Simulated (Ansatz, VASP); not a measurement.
Two plane-wave programs on LiHF2

INCAR

```
PREC = Accurate
ENCUT = 520
EDIFF = 1E-7
ISMEAR = 0
SIGMA = 0.05
LREAL = F
LASPH = T
NELM = 100
ALGO = Normal
ISIF = 2
LWAVE = F
LCHARG = F
NBANDS = 17
```

Contents of KPOINTS:

```
Automatic mesh
0
Gamma
  9 9 9
```

The input POSCAR:

```
LiHF2
1.0
    1.3995045156      0.8080043088      4.3945551996
   -1.3995045156      0.8080043088      4.3945551996
    0.0000000000     -1.6160086176      4.3945551996
Li H F
1 1 2
Direct
    0.0000000000      0.0000000000      0.0000000000
    0.5000000000      0.5000000000      0.5000000000
    0.4125119035      0.4125119035      0.4125119035
    0.5874880965      0.5874880965      0.5874880965
```

Input for Ansatz:

```yaml
crystal:
  lattice:
    - [1.3995045156, 0.8080043088, 4.3945551996]
    - [-1.3995045156, 0.8080043088, 4.3945551996]
    - [0.0, -1.6160086176, 4.3945551996]
  atoms:
    - { symbol: Li, position: [0.0, 0.0, 0.0] }
    - { symbol: H, position: [0.5, 0.5, 0.5] }
    - { symbol: F, position: [0.4125119035, 0.4125119035, 0.4125119035] }
    - { symbol: F, position: [0.5874880965, 0.5874880965, 0.5874880965] }
basis:
  ecutwfc: 420
kpoints:
  mp_grid: { grid: [9, 9, 9] }
hamiltonian:
  xc: lda
scf:
  occupations: { method: gaussian, width: 0.05 }
output:
  forces: true
  stress: true
  eigenvalues: true
```

Change from the starting cell: strain -0.030 along x and y, +0.015 along z, atoms carried along.

Alike in both runs: task single point; functional LDA; k mesh 9 × 9 × 9; occupations gaussian, width 0.05 eV; no spin polarisation.

|  | VASP | Ansatz |
| --- | --- | --- |
| version | VASP 6.6.1 | Ansatz 0.2.0 |
| potentials or method | VASP PAW LDA potentials, release 64 (Li_sv, H, F), cutoff 520 eV | scalar-relativistic, plane waves, PAW |
| valence electrons in the cell | 18 | 18 |

```tsv
	VASP	Ansatz	Ansatz less VASP
gap on the k mesh at the Fermi level (eV)	8.29	8.33	+0.039
least direct gap on the mesh (eV)	8.49	8.53	+0.038
rms of the force components (eV/Å)	0.167	0.204	+0.0364
```

LDA's correlation is that of Perdew and Zunger in VASP and of Perdew and Wang (1992) in Ansatz. Atom by atom the forces differ by 0.036 eV/Å (rms over components).

Noted on VASP's run: the cutoff is under 1.25 times that of the potentials, so the pressure is a little rough.
